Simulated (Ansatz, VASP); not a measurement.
One calculation of Cs3SI, two programs

The input INCAR:

```
PREC = Accurate ; ENCUT = 520
EDIFF = 1E-6 ; ISMEAR = 0
SIGMA = 0.02 ; LREAL = False
LASPH = True ; NELM = 60
ALGO = Normal ; ISIF = 2
LWAVE = False ; LCHARG = False
GGA = PE ; NBANDS = 28
```

The input KPOINTS:

```
regular mesh
0
Gamma
  4 4 4
```

POSCAR

```
Cs3SI
1.0
    6.7537105966      0.0000000000      0.0000000000
    0.0000000000      6.7537105966      0.0000000000
    0.0000000000      0.0000000000      6.7537105966
Cs S I
3 1 1
Direct
    0.5000000000      0.0000000000      0.0000000000
    0.0000000000      0.5000000000      0.0000000000
    0.0000000000      0.0000000000      0.5000000000
    0.0000000000      0.0000000000      0.0000000000
    0.5000000000      0.5000000000      0.5000000000
```

Input for Ansatz:

```yaml
crystal:
  lattice:
    - [6.7537105966, 0.0, 0.0]
    - [0.0, 6.7537105966, 0.0]
    - [0.0, 0.0, 6.7537105966]
  atoms:
    - { symbol: Cs, position: [0.5, 0.0, 0.0] }
    - { symbol: Cs, position: [0.0, 0.5, 0.0] }
    - { symbol: Cs, position: [0.0, 0.0, 0.5] }
    - { symbol: S, position: [0.0, 0.0, 0.0] }
    - { symbol: I, position: [0.5, 0.5, 0.5] }
basis:
  ecutwfc: 420
kpoints:
  mp_grid: { grid: [4, 4, 4] }
hamiltonian:
  xc: pbe
scf:
  occupations: { method: gaussian, width: 0.02 }
output:
  forces: true
  stress: true
  eigenvalues: true
```

Alike in both runs: task single point; functional PBE; k mesh 4 × 4 × 4; occupations gaussian, width 0.02 eV; no spin polarisation.

|  | VASP | Ansatz |
| --- | --- | --- |
| version | VASP 6.6.1 | Ansatz 0.2.0 |
| potentials or method | VASP PAW PBE potentials, release 64 (Cs_sv, S, I), cutoff 520 eV | scalar-relativistic, plane waves, PAW |
| valence electrons in the cell | 40 | 50 |

```csv
,VASP,Ansatz,Ansatz less VASP
gap on the k mesh at the Fermi level (eV),1.07,1.10,+0.030
least direct gap on the mesh (eV),1.07,1.10,+0.030
pressure (GPa),-0.2,-0.3,-0.04
```

With one functional, cell and mesh, what is left measures potentials, basis and numerics. VASP's potentials hold 40 valence electrons a cell and Ansatz's 50, so a difference there can come from the potentials and not from the codes.

Neither program's run includes spin-orbit coupling.
